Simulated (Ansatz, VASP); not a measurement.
**One calculation of AlN, two programs**

```
Al N
1.0
     3.19250    0.00000    0.00000
    -1.59625    2.76479    0.00000
     0.00000    0.00000    4.61560
Al N
2 2
Direct
  0.33333 0.66667 0.00173
  0.66667 0.33333 0.50173
  0.33333 0.66667 0.38327
  0.66667 0.33333 0.88327
```

Alike in both runs: task relaxation of the atoms; functional PBE; k mesh 9 × 9 × 6; occupations gaussian, width 0.05 eV; no spin polarisation.

|  | VASP | Ansatz |
| --- | --- | --- |
| version | VASP 6.6.1 | Ansatz 0.2.0 |
| potentials or method | VASP PAW PBE potentials, release 64 (Al, N), cutoff 520 eV | scalar-relativistic, plane waves, PAW |
| valence electrons in the cell | 16 | 16 |

VASP gave:

```
gap on the k mesh at the Fermi level, each at its own relaxed structure (eV) : 3.74
```

Task: Estimate Ansatz's values.

Result: gap on the k mesh at the Fermi level, each at its own relaxed structure (eV): 3.73.

Ansatz's warnings: stress scf threshold loose.
